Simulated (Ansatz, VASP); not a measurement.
**One calculation of Si, two programs**

File INCAR:

```
PREC     = Accurate       # precision mode
ENCUT    = 520            # plane-wave cutoff, eV
EDIFF    = 1E-7           # SCF threshold, eV
ISMEAR   = 0              # smearing method
SIGMA    = 0.1            # smearing width, eV
LREAL    = False          # projectors in reciprocal space
LASPH    = True           # aspherical terms in the spheres
NELM     = 80             # most SCF steps
ALGO     = Normal         # electronic algorithm
ISIF     = 2              # what is computed and relaxed
LWAVE    = False          # write WAVECAR
LCHARG   = False          # write CHGCAR
LDIPOL   = True         
IDIPOL   = 3            
DIPOL    = 0.5 0.5 0.383
GGA      = PE             # functional
IVDW     = 12             # dispersion correction
NBANDS   = 16             # bands
```

File KPOINTS:

```
Automatic mesh
0
Gamma
  9 9 1
```

The input POSCAR:

```
Si
1.0
    3.8475254770      0.0000000000      0.0000000000
   -1.9237627385      3.3320548047      0.0000000000
    0.0000000000      0.0000000000     18.4415958116
Si
4
Direct
    0.3333333333      0.6666666667      0.2695427205
    0.6666666667      0.3333333333      0.2440135900
    0.1666666667      1.6666666667      0.5228178684
    0.5000000000      1.3333333333      0.4972887379
```

Input for Ansatz:

```yaml
crystal:
  lattice:
    - [3.847525477, 0.0, 0.0]
    - [-1.9237627385, 3.3320548047, 0.0]
    - [0.0, 0.0, 18.4415958116]
  atoms:
    - { symbol: Si, position: [0.3333333333, 0.6666666667, 0.2695427205] }
    - { symbol: Si, position: [0.6666666667, 0.3333333333, 0.24401359] }
    - { symbol: Si, position: [0.1666666667, 1.6666666667, 0.5228178684] }
    - { symbol: Si, position: [0.5, 1.3333333333, 0.4972887379] }
basis:
  ecutwfc: 420
kpoints:
  mp_grid: { grid: [9, 9, 1] }
hamiltonian:
  xc: pbe
  pseudopotentials: { kind: paw, azcp: { folder: soft_1 } }
  dispersion: d3bj
scf:
  occupations: { method: gaussian, width: 0.1 }
output:
  forces: true
  eigenvalues: true
efield:
  axis: 3
  dipole_correction: true
  ramp_width: 0.04
```

Alike in both runs: task single point; functional PBE; dispersion D3(BJ); k mesh 9 × 9 × 1; occupations gaussian, width 0.1 eV; no spin polarisation.

```csv
,VASP,Ansatz
version,VASP 6.6.1,Ansatz 0.2.0
potentials or method,"VASP PAW PBE potentials, release 64 (Si), cutoff 520 eV","scalar-relativistic, plane waves, PAW"
valence electrons in the cell,16,16
```

|  | VASP | Ansatz | Ansatz less VASP |
| --- | --- | --- | --- |
| gap on the k mesh at the Fermi level (eV) | 0.41 | 0.41 | 0.000 |
| least direct gap on the mesh (eV) | 0.41 | 0.41 | 0.000 |
| rms of the force components (eV/Å) | 0.044 | 0.046 | +0.0012 |

Atom by atom the forces differ by 0.003 eV/Å (rms over components).
